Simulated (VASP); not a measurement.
# AgB2 (P1) in VASP: single point with PBE

Aim: the single point of AgB2 with PBE.

All numbers are computed with VASP 6.6.1; they aren't measurements. Logs are shortened: lines on timing, memory, paths and dates and some standing lists are left out, and cuts for length are marked.

## (1) The cell of the first run

The typed cell holds 12 atoms: a = 6.042 Å, b = 6.042 Å, c = 4.063 Å, α = 90.00°, β = 90.00°, γ = 120.00°.

## (2) Single point, PBE

INCAR

```
ALGO     = Normal         # electronic algorithm
EDIFF    = 1E-6           # SCF threshold, eV
ENCUT    = 520            # plane-wave cutoff, eV
GGA      = PE             # functional
ISIF     = 2              # what is computed and relaxed
ISMEAR   = 0              # smearing method
LASPH    = T              # aspherical terms in the spheres
LCHARG   = F              # write CHGCAR
LREAL    = F              # projectors in reciprocal space
LWAVE    = F              # write WAVECAR
NBANDS   = 46             # bands
NELM     = 100            # most SCF steps
PREC     = Accurate       # precision mode
SIGMA    = 0.05           # smearing width, eV
```

KPOINTS

```
k-points
0
Gamma
  3 3 4
```

POSCAR

```
AgB2
1.0
    6.0417356077     -0.0000000001      0.0000000000
   -3.0208678038      5.2322965193      0.0000000000
    0.0000000000      0.0000000000      4.0627521784
Ag B
4 8
Direct
   -0.0122800925      0.0026349806      0.0117085655
    0.0006932678      0.4835930056     -0.0317201233
    0.4979645876     -0.0125287242     -0.0125661123
    0.5022842940      0.5017200364      0.0020316277
    0.1602490707      0.3628389548      0.5065947687
    0.3328605464      0.1961417890      0.4973057453
    0.1719786854      0.8703835846      0.4874011293
    0.3251902661      0.6870822376      0.4989344442
    0.6667199877      0.3660000906      0.4998259581
    0.8269347067      0.1846065101      0.4989302598
    0.6634970403      0.8568864520      0.5044966835
    0.8367051340      0.6858841021      0.5047703896
```

Potentials or basis: VASP PAW PBE potentials, release 64 (Ag, B).

On the command line:

```
cat potpaw_PBE.64/Ag/POTCAR potpaw_PBE.64/B/POTCAR > POTCAR
mpirun -np 1 vasp_std > vasp.out
```

OUTCAR:

```text
EDIFF = 1E-6
   ENCUT = 520
   GGA = PE
   ISIF = 2
   ISMEAR = 0
   LASPH = T
   LREAL = F
   NELM = 100
   PREC = Accurate

 ion  position               nearest neighbor table
   1  0.988  0.003  0.012-   7 2.55  12 2.60  11 2.63  12 2.64  11 2.67  10 2.67   6 2.68   7 2.70
                            10 2.75   5 2.76   6 2.76   5 2.79   2 2.87   3 2.92   4 2.98   4 3.06
   2  0.001  0.484  0.968-   5 2.38  10 2.47   8 2.57   9 2.60   5 2.64  10 2.67  12 2.69   8 2.76
                             9 2.79   7 2.82   1 2.87   4 2.98   3 3.02   3 3.03   4 3.07   1 3.18
   3  0.498  0.987  0.987-  11 2.50   8 2.54   8 2.61  11 2.61  10 2.63   7 2.67   7 2.67  10 2.71
                             6 2.79   9 2.80   6 2.85   9 2.88   1 2.92   4 2.95   2 3.02   2 3.03
   4  0.502  0.502  0.002-   9 2.56   6 2.57   9 2.58   6 2.60  12 2.67  12 2.69   5 2.70   5 2.73
                            11 2.75  11 2.76   8 2.77   8 2.79   3 2.95   2 2.98   1 2.98   1 3.06
   5  0.160  0.363  0.507-   8 1.70  10 1.75   6 1.78   2 2.38   2 2.64   4 2.70   4 2.73   1 2.76
                             1 2.79
   6  0.333  0.196  0.497-   7 1.70   9 1.75   5 1.78   4 2.57   4 2.60   1 2.68   1 2.76   3 2.79
                             3 2.85
   7  0.172  0.870  0.487-   6 1.70  12 1.76   8 1.76   1 2.55   3 2.67   3 2.67   1 2.70   2 2.82

   8  0.325  0.687  0.499-   5 1.70   7 1.76  11 1.77   3 2.54   2 2.57   3 2.61   2 2.76   4 2.77
                             4 2.79
   9  0.667  0.366  0.500-  12 1.67   6 1.75  10 1.79   4 2.56   4 2.58   2 2.60   2 2.79   3 2.80
                             3 2.88
  10  0.827  0.185  0.499-  11 1.71   5 1.75   9 1.79   2 2.47   3 2.63   2 2.67   1 2.67   3 2.71
                             1 2.75
  11  0.663  0.857  0.504-  10 1.71   8 1.77  12 1.80   3 2.50   3 2.61   1 2.63   1 2.67   4 2.75
                             4 2.76
  12  0.837  0.686  0.505-   9 1.67   7 1.76  11 1.80   1 2.60   1 2.64   4 2.67   2 2.69   4 2.69

  LATTYP: Found a hexagonal cell.
 ALAT       =     6.0417356077
 C/A-ratio  =     0.6724478597

  Lattice vectors:

 A1 = (   6.0417356077,  -0.0000000001,   0.0000000000)
 A2 = (  -3.0208678038,   5.2322965193,   0.0000000000)
 A3 = (   0.0000000000,   0.0000000000,   4.0627521784)

Analysis of symmetry for initial positions (statically):
=====================================================================
 Subroutine PRICEL returns:
 Original cell was already a primitive cell.

 Routine SETGRP: Setting up the symmetry group for a
 hexagonal supercell.

 Subroutine GETGRP returns: Found  1 space group operations
 (whereof  1 operations were pure point group operations)
 out of a pool of 24 trial point group operations.

The static configuration has the point symmetry C_1 .

Analysis of symmetry for dynamics (positions and initial velocities):
=====================================================================
 Subroutine PRICEL returns:
 Original cell was already a primitive cell.

 Routine SETGRP: Setting up the symmetry group for a
 hexagonal supercell.

 Subroutine GETGRP returns: Found  1 space group operations
 (whereof  1 operations were pure point group operations)
 out of a pool of 24 trial point group operations.

The dynamic configuration has the point symmetry C_1 .

 Subroutine INISYM returns: Found  1 space group operations
 (whereof  1 operations are pure point group operations),
 and found     1 'primitive' translations

----------------------------------------------------------------------------------------

                                     Primitive cell

  volume of cell :     128.4323

  direct lattice vectors                    reciprocal lattice vectors
     6.041735608 -0.000000000  0.000000000     0.165515353  0.095560333  0.000000000
    -3.020867804  5.232296519  0.000000000     0.000000000  0.191120667  0.000000000
     0.000000000  0.000000000  4.062752178     0.000000000  0.000000000  0.246138567

  length of vectors
     6.041735608  6.041735608  4.062752178     0.191120667  0.191120667  0.246138567

  position of ions in fractional coordinates (direct lattice)
     0.987719908  0.002634981  0.011708566
     0.000693268  0.483593006  0.968279877
     0.497964588  0.987471276  0.987433888
     0.502284294  0.501720036  0.002031628
     0.160249071  0.362838955  0.506594769
     0.332860546  0.196141789  0.497305745
     0.171978685  0.870383585  0.487401129
     0.325190266  0.687082238  0.498934444
     0.666719988  0.366000091  0.499825958
     0.826934707  0.184606510  0.498930260
     0.663497040  0.856886452  0.504496684
[... 31 lines left out ...]

  Length of vectors
     0.063706889  0.063706889  0.061534642

  Shift w.r.t. Gamma in fractional coordinates (k-lattice)
     0.000000000  0.000000000  0.000000000

 Subroutine IBZKPT returns following result:
 ===========================================

 Found     19 irreducible k-points:

 Following reciprocal coordinates:
            Coordinates               Weight
  0.000000  0.000000  0.000000      1.000000
  0.333333 -0.000000  0.000000      2.000000
  0.000000  0.333333  0.000000      2.000000
 -0.333333  0.333333  0.000000      2.000000
  0.333333  0.333333  0.000000      2.000000
  0.000000  0.000000  0.250000      2.000000
[... 11 lines left out ...]
 -0.333333  0.333333  0.500000      2.000000
  0.333333  0.333333  0.500000      2.000000
   k-points           NKPTS =     19   k-points in BZ     NKDIM =     19   number of bands    NBANDS=     46
   number of dos      NEDOS =    301   number of ions     NIONS =     12
   total plane-waves  NPLWV =  69120
   dimension x,y,z NGX =    48 NGY =   48 NGZ =   30
   dimension x,y,z NGXF=    96 NGYF=   96 NGZF=   60
   ions per type =               4   8
   NGX,Y,Z   is equivalent  to a cutoff of  13.21, 13.21, 12.28 a.u.
   NGXF,Y,Z  is equivalent  to a cutoff of  26.42, 26.42, 24.55 a.u.
 SYSTEM =  unknown system
   PREC   = accura    normal or accurate (medium, high low for compatibility)
   ISTART =      0    job   : 0-new  1-cont  2-samecut
   ICHARG =      2    charge: 1-file 2-atom 10-const
   ISPIN  =      1    spin polarized calculation?
   LNONCOLLINEAR =      F non collinear calculations
   LSORBIT =      F    spin-orbit coupling
   LASPH  =      T    aspherical Exc in radial PAW
   ENCUT  =  520.0 eV  38.22 Ry    6.18 a.u.  11.23 11.23  7.55*2*pi/ulx,y,z
   NELM   =    100;   NELMIN=  2; NELMDL= -5     # of ELM steps
   EDIFF  = 0.1E-05   stopping-criterion for ELM
   LREAL  =      F    real-space projection
   EDIFFG = 0.1E-04   stopping-criterion for IOM
   NSW    =      0    number of steps for IOM
   IBRION =     -1    ionic relax: 0-MD 1-quasi-New 2-CG
   NFREE  =      0    steps in history (QN), initial steepest desc. (CG)
   ISIF   =      2    stress and relaxation
   ISYM   =      2    0-nonsym 1-usesym 2-fastsym
   POTIM  = 0.5000    time-step for ionic-motion
   TEBEG  =    0.0;   TEEND  =   0.0 temperature during run
   PSTRESS=    0.0 pullay stress
   NELECT =      68.0000    total number of electrons
   NUPDOWN=      -1.0000    fix difference up-down
   EMIN   =  10.00;   EMAX   =-10.00  energy-range for DOS
   EFERMI =   0.00;   METHOD = LEGACY
   ISMEAR =     0;   SIGMA  =   0.05  broadening in eV -4-tet -1-fermi 0-gaus
   EFERMI_NEDOS =   21; number of points for ismear=-14 and -15
   IALGO  =     38    algorithm
   IMIX   =      4    mixing-type and parameters
     AMIX     =   0.40;   BMIX     =  1.00
     AMIX_MAG =   1.60;   BMIX_MAG =  1.00
  volume/ion in A,a.u.               =      10.70        72.23
  Fermi-wavevector in a.u.,A,eV,Ry     =   1.324402  2.502756 23.865155  1.754039
  Thomas-Fermi vector in A             =   2.453939
   LORBIT       =      0    0 simple, 1 ext, 2 COOP (PROOUT), +10 PAW based schemes
   GGA     = PE    functional components
   LHFCALC =     F    Hartree Fock is set to
   AEXX    =    0.0000 exact exchange contribution
   IVDW    =     0    specifies the selected vdW correction
   LEPSILON=     F    determine dielectric tensor
   LRPA    =     F    only Hartree local field effects (RPA)
 non-spin polarized calculation
 Gauss-broadening in eV      SIGMA  =   0.05
  energy-cutoff  :      520.00
  volume of cell :      128.43
 maximum number of plane-waves:      3495
 NGX is ok and might be reduce to    48
   NGX = 23   NGY = 23   NGZ = 15

 number of electron      67.9999996 magnetization

 Free energy of the ion-electron system (eV)
  ---------------------------------------------------
  ext. energy  EPLUGINS =         0.00000000
  ---------------------------------------------------
  free energy    TOTEN  =       -57.98020578 eV

  energy without entropy =      -57.97342014  energy(sigma->0) =      -57.97681296

 E-fermi :   6.8633     XC(G=0): -11.9890

 val. band max:        6.8417771240   @ k =  -0.3333   0.0000   0.2500
 cond. band min:       6.8766340615   @ k =  -0.3333   0.3333   0.5000
 fundamental gap:      0.0348569376
 Fermi energy:         6.8632870897

 k-point     1 :       0.0000    0.0000    0.0000
  band No.  band energies     occupation
      1      -5.0238      2.00000
      2      -1.1840      2.00000
      3      -1.1242      2.00000
      4      -0.9603      2.00000
      5      -0.8048      2.00000
      6      -0.6881      2.00000
[... 920 lines left out ...]
     45      15.4955      0.00000
     46      15.9102      0.00000

------------------------ aborting loop because EDIFF is reached ----------------------------------------

  FORCE on cell =-STRESS in cart. coord.  units (eV):
  Direction    XX          YY          ZZ          XY          YZ          ZX
  --------------------------------------------------------------------------------------
  -------------------------------------------------------------------------------------
  Total       -0.6376311      3.2062874      0.6527789      0.1308566      0.2769039     -0.2002274
  in kB       -7.9543678     39.9980325      8.1433354      1.6324194      3.4543414     -2.4978115
  external PRESSURE =      13.3956667 kB  Pullay stress =       0.0000000 kB

 VOLUME and BASIS-vectors are now :
 -----------------------------------------------------------------------------
  energy-cutoff  :      520.00
  volume of cell :      128.43
      direct lattice vectors                 reciprocal lattice vectors
     6.041735608 -0.000000000  0.000000000     0.165515353  0.095560333  0.000000000
    -3.020867804  5.232296519  0.000000000     0.000000000  0.191120667  0.000000000
     0.000000000  0.000000000  4.062752178     0.000000000  0.000000000  0.246138567

 POSITION                                       TOTAL-FORCE (eV/Angst)
 -----------------------------------------------------------------------------------
      5.95958      0.01379      0.04757         0.357192     -0.202180     -0.125800
     -1.45668      2.53030      3.93388        -0.320542      0.283188      0.702116
      0.02555      5.16674      4.01170        -0.354595      0.067913      0.210164
      1.51904      2.62515      0.00825         0.141316     -0.164401      0.078367
     -0.12791      1.89848      2.05817         0.469358     -0.228208     -0.385120
      1.41854      1.02627      2.02043        -0.105223     -0.196854      0.044258
     -1.59026      4.55411      1.98019        -0.038344     -0.093607      0.142960
     -0.11087      3.59502      2.02705         0.082040      0.293593     -0.243325
      2.92251      1.91502      2.03067         0.176337     -0.368384     -0.148732
      4.43845      0.96592      2.02703        -0.181671      0.035037     -0.113411
      1.42013      4.48348      2.04964         0.099019      0.042635     -0.012746
      2.98319      3.58875      2.05076        -0.324889      0.531268     -0.148731
 -----------------------------------------------------------------------------------
    total drift:                               -0.000062      0.000032      0.000144

  FREE ENERGIE OF THE ION-ELECTRON SYSTEM (eV)
  ---------------------------------------------------
  free  energy   TOTEN  =       -57.9802057812 eV

  energy  without entropy=      -57.9734201388  energy(sigma->0) =      -57.97681296
```

Run time: 2.9 min. Hardware: 1 thread of AMD EPYC 7R13, shared host; peak memory 0.26 GiB.

Results:

```yaml
Free_energy: -57.9802 eV
Pressure: 1.3 GPa
Largest_force: 0.822 eV/Å
Band_gap_on_the_k_mesh: zero (bands 34 and 35 overlap by 2.39 eV)
```

Forces on the atoms (eV/Å):
```
Ag   0.357 -0.202 -0.126
Ag  -0.321  0.283  0.702
Ag  -0.355  0.068  0.210
Ag   0.141 -0.164  0.078
B    0.469 -0.228 -0.385
B   -0.105 -0.197  0.044
B   -0.038 -0.094  0.143
B    0.082  0.294 -0.243
B    0.176 -0.368 -0.149
B   -0.182  0.035 -0.113
B    0.099  0.043 -0.013
B   -0.325  0.531 -0.149
```

Caveat: the k points lie up to 0.40 Å⁻¹ apart, too coarse for converged energies and pressures of a metal; the atoms stand as in a frame of molecular dynamics.
